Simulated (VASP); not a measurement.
A run of VASP 6.6.1 is set up as follows.

The input INCAR:

```
SYSTEM = Zn
  PREC = Accurate
  ENCUT = 520
  EDIFF = 1E-6
  ISMEAR = 0
  SIGMA = 0.1
  LREAL = .False.
  LASPH = .True.
  NELM = 80
  ALGO = Fast
  ISIF = 2
  LWAVE = .False.
  LCHARG = .False.
  GGA = PE
  NBANDS = 12
```

KPOINTS

```
Automatic mesh
0
Gamma
  24 24 24
  0 0 0
```

File POSCAR:

```
Zn
1.0
    1.4019236417      0.8094009919      2.2269099524
   -1.4019236417      0.8094009919      2.2269099524
    0.0000000000     -1.6188019838      2.2269099524
Zn
1
Direct
    0.5000000000      0.5000000000      0.5000000000
```

Potentials or basis: VASP PAW PBE potentials, release 64 (Zn).

Launch:

```sh
$ cat potpaw_PBE.64/Zn/POTCAR > POTCAR
$ mpirun -np 1 vasp_std > vasp.out
```

(1) What does it give for the band gap on the k mesh?

(2) What does it give for the pressure?

Answers

(1) zero (band 6 reaches 5.26 eV, above the bottom of band 7 at 1.59 eV).

(2) 0.3 GPa.
